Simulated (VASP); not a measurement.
# Al in VASP: further runs, part 2 of 2

VASP 6.6.1. Earlier steps stand in the parts before.

## 4. Single point, PBE

Contents of INCAR:

```
  PREC = Accurate
  ENCUT = 520
  EDIFF = 1E-7
  ISMEAR = -1
  SIGMA = 0.15
  LREAL = Auto
  LASPH = T
  NELM = 60
  ALGO = Normal
  ISIF = 2
  LWAVE = F
  LCHARG = F
  GGA = PE
  NBANDS = 38
```

Contents of KPOINTS:

```
regular mesh
0
Gamma
  2 2 1
```

Contents of POSCAR:

```
Al
1.0
    8.1000000000      0.0000000000      0.0000000000
    0.0000000000      5.7275650000      0.0000000000
    0.0000000000      0.0000000000     15.2956740000
Al
16
Direct
    0.2500000000      0.2500015277      0.0653779624
    0.7500000000      0.2500015277      0.0653779624
    0.2500000000      0.7500045831      0.0653779624
    0.7500000000      0.7500045831      0.0653779624
    0.0003456790      0.0294540525      0.1476365147
    0.4864444444      0.0284763246      0.1627715130
    0.0024814815      0.5009633239      0.1557172309
    0.4780617284      0.5248652787      0.1514088232
    0.2393580247      0.2847632458      0.2634731886
    0.7452222222      0.2843442196      0.2575564830
    0.2374074074      0.7900041292      0.2397082992
    0.7330987654      0.7906152091      0.2591909320
    0.0207283951      0.0064076095      0.3548650422
    0.4788641975      0.0369092276      0.3419005923
   -0.0091604938      0.5536034947      0.3492490753
    0.4083580247      0.5864272165      0.3649136351
```

Potentials or basis: VASP PAW PBE potentials, release 64 (Al).

The run is started by

```sh
$ cat potpaw_PBE.64/Al/POTCAR > POTCAR
$ mpirun -np 1 vasp_std > vasp.out
```

OUTCAR:

```text
PREC = Accurate
   ENCUT = 520
   EDIFF = 1E-7
   ISMEAR = -1
   LREAL = Auto
   LASPH = T
   NELM = 60
   ISIF = 2
   GGA = PE

 ion  position               nearest neighbor table
   1  0.250  0.250  0.065-   5 2.70   6 2.74   8 2.76   7 2.83   3 2.86   3 2.86   9 3.04
   2  0.750  0.250  0.065-   5 2.70   7 2.86   4 2.86   4 2.86   6 2.90  10 2.95   8 3.01
   3  0.250  0.750  0.065-   8 2.61  11 2.68   7 2.82   1 2.86   1 2.86   5 2.87   6 2.90
   4  0.750  0.750  0.065-   7 2.85   2 2.86   2 2.86   8 2.87   5 2.87  12 2.98   6 3.05
   5  0.000  0.029  0.148-   1 2.70   2 2.70   7 2.70  11 2.75   3 2.87   4 2.87   9 3.00   7 3.03
                            10 3.04  12 3.08  13 3.18
   6  0.486  0.028  0.163-  11 2.71   1 2.74  14 2.74  12 2.83   8 2.85   8 2.89   2 2.90   3 2.90
                             9 2.92  10 2.94   4 3.05
   7  0.002  0.501  0.156-   5 2.70   9 2.82   3 2.82   1 2.83  11 2.83   4 2.85   2 2.86  10 2.88
                            15 2.98   5 3.03  12 3.17
   8  0.478  0.525  0.151-   3 2.61   1 2.76  11 2.82   6 2.85   4 2.87   6 2.89   9 2.93   2 3.01
                            10 3.04  12 3.05  16 3.33
   9  0.239  0.285  0.263-  14 2.69  16 2.70  13 2.76   7 2.82  15 2.85  11 2.86  11 2.92   6 2.92
                             8 2.93   5 3.00   1 3.04
  10  0.745  0.284  0.258-  12 2.83  15 2.88   7 2.88  14 2.89  12 2.90   6 2.94   2 2.95   8 3.04
                             5 3.04  13 3.12
  11  0.237  0.790  0.240-  16 2.64   3 2.68   6 2.71   5 2.75  13 2.78   8 2.82   7 2.83   9 2.86
                            14 2.88   9 2.92  15 2.94
  12  0.733  0.791  0.259-  14 2.80  10 2.83   6 2.83  15 2.85  10 2.90   4 2.98  13 3.02   8 3.05
                             5 3.08   7 3.17  16 3.30
  13  0.021  0.006  0.355-  15 2.61   9 2.76  11 2.78  12 3.02  10 3.12  15 3.14   5 3.18
  14  0.479  0.037  0.342-  16 2.67   9 2.69   6 2.74  12 2.80  11 2.88  10 2.89  16 3.22
  15  0.991  0.554  0.349-  13 2.61  12 2.85   9 2.85  10 2.88  11 2.94   7 2.98  13 3.14
  16  0.408  0.586  0.365-  11 2.64  14 2.67   9 2.70  14 3.22  12 3.30   8 3.33

  LATTYP: Found a simple orthorhombic cell.
 ALAT       =     5.7275650000
 B/A-ratio  =     1.4142135445
 C/A-ratio  =     2.6705369559

  Lattice vectors:

 A1 = (   0.0000000000,  -5.7275650000,   0.0000000000)
 A2 = (   8.1000000000,   0.0000000000,   0.0000000000)
 A3 = (   0.0000000000,   0.0000000000,  15.2956740000)
[... 163 lines left out ...]
   LEPSILON=     F    determine dielectric tensor
   LRPA    =     F    only Hartree local field effects (RPA)
 non-spin polarized calculation
  energy-cutoff  :      520.00
  volume of cell :      709.62
 maximum number of plane-waves:     19139
   NGX = 31   NGY = 21   NGZ = 57

 number of electron      48.0000000 magnetization

 Free energy of the ion-electron system (eV)
  ---------------------------------------------------
  ext. energy  EPLUGINS =         0.00000000
  ---------------------------------------------------
  free energy    TOTEN  =       -53.29460058 eV

  energy without entropy =      -52.66985735  energy(sigma->0) =      -52.98222897

 E-fermi :   0.4153     XC(G=0):  -5.1672

 val. band max:        0.3975914303   @ k =   0.0000   0.5000   0.0000
 cond. band min:       0.4274606435   @ k =   0.5000   0.5000   0.0000
 fundamental gap:      0.0298692132
 Fermi energy:         0.4153014812

 k-point     1 :       0.0000    0.0000    0.0000
  band No.  band energies     occupation
      1      -9.5598      2.00000
      2      -7.4455      2.00000
      3      -7.2909      2.00000
      4      -7.1761      2.00000
      5      -5.3455      2.00000
      6      -5.1907      2.00000
[... 145 lines left out ...]
     35       2.9471      0.00000
     36       3.2171      0.00000
 [bands above 36 left out]

------------------------ aborting loop because EDIFF is reached ----------------------------------------

  FORCE on cell =-STRESS in cart. coord.  units (eV):
  Direction    XX          YY          ZZ          XY          YZ          ZX
  --------------------------------------------------------------------------------------
  -------------------------------------------------------------------------------------
  Total        1.1292043    -16.8427557     -2.5451842     -0.3302948     -2.1776619      1.7062519
  in kB        2.5495260    -38.0277008     -5.7465360     -0.7457421     -4.9167413      3.8523883
  external PRESSURE =     -13.7415703 kB  Pullay stress =       0.0000000 kB

 VOLUME and BASIS-vectors are now :
 -----------------------------------------------------------------------------
  energy-cutoff  :      520.00
  volume of cell :      709.62
      direct lattice vectors                 reciprocal lattice vectors
     8.100000000  0.000000000  0.000000000     0.123456790  0.000000000  0.000000000
     0.000000000  5.727565000  0.000000000     0.000000000  0.174594265  0.000000000
     0.000000000  0.000000000 15.295674000     0.000000000  0.000000000  0.065377962

 POSITION                                       TOTAL-FORCE (eV/Angst)
 -----------------------------------------------------------------------------------
      2.02500      1.43190      1.00000        -0.019346      0.206073      0.015586
      6.07500      1.43190      1.00000        -0.349597      0.158901      0.257986
      2.02500      4.29570      1.00000        -0.353989      0.286485     -0.487243
      6.07500      4.29570      1.00000        -0.127966      0.107026      0.447554
      0.00280      0.16870      2.25820        -0.185670     -0.548569      0.470720
      3.94020      0.16310      2.48970         0.506654      0.087074     -0.357565
[... 8 lines left out ...]
      8.02580      3.17080      5.34200         0.129388     -0.768342     -0.299995
      3.30770      3.35880      5.58160         0.540688     -0.568607      0.096967
 -----------------------------------------------------------------------------------
    total drift:                               -0.000451      0.000080     -0.007733

  FREE ENERGIE OF THE ION-ELECTRON SYSTEM (eV)
  ---------------------------------------------------
  free  energy   TOTEN  =       -53.2946005828 eV

  energy  without entropy=      -52.6698573484  energy(sigma->0) =      -52.98222897
```

OSZICAR:

```text
N       E                     dE             d eps       ncg     rms          rms(c)
DAV:   1     0.136912891401E+03    0.13691E+03   -0.14393E+04   304   0.901E+02
DAV:   2    -0.448545418118E+02   -0.18177E+03   -0.16917E+03   380   0.144E+02
DAV:   3    -0.562558541959E+02   -0.11401E+02   -0.10923E+02   392   0.333E+01
[... 13 lines left out ...]
DAV:  17    -0.532945851576E+02   -0.12218E-03   -0.82134E-06   394   0.117E-02    0.255E-03
DAV:  18    -0.532945976094E+02   -0.12452E-04   -0.15307E-06   372   0.431E-03    0.582E-04
DAV:  19    -0.532945999642E+02   -0.23548E-05   -0.18606E-07   322   0.148E-03    0.247E-04
DAV:  20    -0.532946005112E+02   -0.54703E-06   -0.45456E-08   280   0.820E-04    0.118E-04
DAV:  21    -0.532946005828E+02   -0.71539E-07   -0.25939E-08   274   0.604E-04
   1 F= -.53294601E+02 E0= -.52982229E+02  d E =-.624743E+00
```

Wall time 3.2 min (1 thread of Intel Xeon Platinum 8488C (Sapphire Rapids), shared host); peak memory 0.63 GiB.

Results:

* Free energy: -53.2946 eV
* Largest force: 1.037 eV/Å
* Band gap on the k mesh: zero (band 24 reaches 0.55 eV, above the bottom of band 25 at 0.23 eV)

Forces on the atoms (eV/Å):
```
Al  -0.019  0.206  0.016
Al  -0.350  0.159  0.258
Al  -0.354  0.286 -0.487
Al  -0.128  0.107  0.448
Al  -0.186 -0.549  0.471
Al   0.507  0.087 -0.358
Al  -0.066  0.425  0.008
Al   0.863 -0.259  0.514
Al  -0.298  0.120 -0.567
Al  -0.169  0.118  0.204
Al  -0.399 -0.109  0.080
Al   0.041 -0.285 -0.124
Al  -0.376  0.718 -0.362
Al   0.264  0.312  0.102
Al   0.129 -0.768 -0.300
Al   0.541 -0.569  0.097
```

Levels at points of the mesh, in eV from the Fermi level:
```csv
k point,band 20,band 21,band 22,band 23,band 24,band 25,band 26,band 27,band 28,band 29
"(0.00, 0.00, 0.00)",-1.45,-1.36,-0.78,-0.63,-0.33,-0.19,-0.05,0.46,0.99,1.16
"(0.50, 0.00, 0.00)",-1.09,-0.83,-0.62,-0.52,-0.42,-0.04,0.23,0.32,0.41,1.00
"(0.00, 0.50, 0.00)",-0.78,-0.60,-0.54,-0.02,0.14,0.70,0.95,1.24,1.50,1.63
"(0.50, 0.50, 0.00)",-1.14,-0.58,-0.19,-0.12,0.01,0.31,0.37,0.80,0.87,1.78
```

Caveat: the k points lie up to 0.55 Å⁻¹ apart.

## 5. Single point, PBE

Contents of INCAR:

```
SYSTEM = Al
PREC = Accurate
ENCUT = 520
EDIFF = 1E-7
ISMEAR = -1
SIGMA = 0.15
LREAL = Auto
LASPH = .TRUE.
NELM = 80
ALGO = Normal
ISIF = 2
LWAVE = .FALSE.
LCHARG = .TRUE.
GGA = PE
LELF = .TRUE.
LVHAR = .TRUE.
NBANDS = 38
```

Contents of KPOINTS:

```
Automatic mesh
0
G
  2 2 1
  0 0 0
```

Contents of POSCAR:

```
Al
1.0
    8.1000000000      0.0000000000      0.0000000000
    0.0000000000      5.7275650000      0.0000000000
    0.0000000000      0.0000000000     15.2956740000
Al
16
Direct
    0.2500000000      0.2500015277      0.0653779624
    0.7500000000      0.2500015277      0.0653779624
    0.2500000000      0.7500045831      0.0653779624
    0.7500000000      0.7500045831      0.0653779624
   -0.0235185185     -0.0226972544      0.1557629955
    0.4948518519     -0.0140897572      0.1623138673
    0.0013086420      0.4991126246      0.1633010745
    0.4565185185      0.5027441854      0.1619019861
    0.2153086420      0.1995787040      0.2463833892
    0.7173209877      0.2349165832      0.2594524439
    0.2291111111      0.7365433653      0.2566215781
    0.7060370370      0.7361243391      0.2774967615
   -0.0349753086     -0.0269398951      0.3365069104
    0.4692098765     -0.0067742575      0.3307928765
   -0.0109876543      0.4978031677      0.3265956113
    0.4566666667      0.4616970737      0.3405995708
```

The run is started by

```sh
$ cat potpaw_PBE.64/Al/POTCAR > POTCAR
$ mpirun -np 1 vasp_std > vasp.out
```

It took 3.1 min on 1 thread of Intel Xeon Platinum 8488C (Sapphire Rapids), shared host; peak memory 0.63 GiB.

Results (log left out):

| Quantity | Value |
| --- | --- |
| Free energy | -53.3865 eV |
| Largest force | 1.364 eV/Å |
| Band gap on the k mesh | zero (band 24 reaches 0.57 eV, above the bottom of band 25 at 0.39 eV) |

Forces in eV/Å, atoms in the order of the input:
```
Al  -0.376 -0.251  0.069
Al  -0.345  0.107  0.445
Al  -0.417  0.158  0.081
Al  -0.476 -0.340  0.300
Al   0.294  0.253 -0.018
Al   0.066  0.236 -0.903
Al  -0.373 -0.256 -1.287
Al   1.135 -0.459  0.087
Al   0.337  0.595  0.167
Al   0.543  0.490 -0.307
Al   0.147  0.000 -0.135
Al   0.484 -0.645 -0.739
Al   0.194  0.464  0.136
Al  -0.547  0.053  1.027
Al  -0.431 -0.608  1.071
Al  -0.234  0.204  0.006
```

Levels at points of the mesh, in eV from the Fermi level:
```csv
k point,band 21,band 22,band 23,band 24,band 25,band 26,band 27,band 28
"(0.00, 0.00, 0.00)",-1.26,-0.89,-0.75,-0.57,-0.07,-0.02,0.29,1.15
"(0.50, 0.00, 0.00)",-1.01,-0.95,-0.88,-0.72,0.22,0.27,0.44,0.54
"(0.00, 0.50, 0.00)",-0.80,-0.67,0.05,0.11,0.39,0.54,1.11,1.33
"(0.50, 0.50, 0.00)",-0.59,-0.32,-0.13,-0.07,0.25,0.28,0.52,0.67
```

Caveat: the k points lie up to 0.55 Å⁻¹ apart.
